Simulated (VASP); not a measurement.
SnF4: single point with LDA

Crystal: SnF4.

```xyz
5
Lattice="-2.1161 2.0250 3.9650 2.1161 -2.0250 3.9650 2.1161 2.0250 -3.9650" Properties=species:S:1:pos:R:3 pbc="T T T"
Sn    0.0000    0.0000    0.0000
F     0.0000    0.0000    1.8794
F     0.0000    0.0000    6.0506
F     0.0000    2.0250    0.0000
F     2.1161    0.0000    0.0000
```

This cell differs from its parent crystal: strain +0.0450 x Voigt [1, 0, 0, 0, 0, 0].

- Program: VASP 6.6.1
- Task: single point
- Functional: LDA
- Potentials or basis: VASP PAW LDA potentials, release 64 (Sn_d, F)
- Cutoff: 520 eV
- k mesh: 8 × 8 × 8
- Occupations: gaussian, width 0.05 eV
- Spin: no spin polarisation
- Dipole correction: no
- Further INCAR settings: ALGO = Normal; EDIFF = 1e-06; NBANDS = 29

```json
{
  "Pressure": "-4.0 GPa",
  "Largest force": "0.177 eV/Å",
  "Band gap on the k mesh": "3.23 eV, indirect (least direct gap 3.44 eV)"
}
```

Forces in eV/Å, atoms in the order of the input:
```
Sn   0.000  0.000  0.000
F    0.000  0.000  0.177
F    0.000  0.000 -0.177
F    0.000  0.000  0.000
F    0.000  0.000  0.000
```

Stress tensor (GPa, compression positive):
```
-11.14   0.00   0.00
  0.00  -0.34   0.00
  0.00   0.00  -0.53
```

Levels at points of the mesh, in eV from the valence-band top:
| k point | band 17 | band 18 | band 19 | band 20 | band 21 | band 22 | band 23 | band 24 | band 25 | band 26 |
| --- | --- | --- | --- | --- | --- | --- | --- | --- | --- | --- |
| (0.00, 0.00, 0.00) | -1.16 | -1.07 | -0.89 | -0.23 | -0.21 | 3.23 | 11.33 | 11.81 | 12.51 | 13.70 |
| (0.50, 0.00, 0.00) | -1.21 | -0.68 | -0.59 | -0.59 | -0.42 | 5.81 | 9.21 | 11.40 | 11.64 | 13.73 |
| (0.00, 0.50, 0.00) | -1.08 | -0.78 | -0.69 | -0.50 | -0.30 | 5.65 | 8.81 | 11.53 | 12.15 | 13.55 |
| (0.50, 0.50, 0.00) | -1.09 | -0.76 | -0.36 | -0.31 | 0.00 | 7.40 | 8.29 | 9.06 | 11.00 | 13.58 |
| (0.50, 0.50, 0.50) | -1.33 | -0.96 | -0.75 | -0.17 | -0.13 | 4.36 | 10.18 | 12.25 | 12.35 | 12.95 |

It took 5.9 min on 1 thread of Oxide Virtual Turin-like Processor (shared host), peak memory 0.26 GiB.

Caveat: the cell differs from its parent crystal (strain +0.0450 x Voigt [1, 0, 0, 0, 0, 0]); spin-orbit coupling is left out, which moves the levels of the heavy elements. A k mesh can miss the band edges.
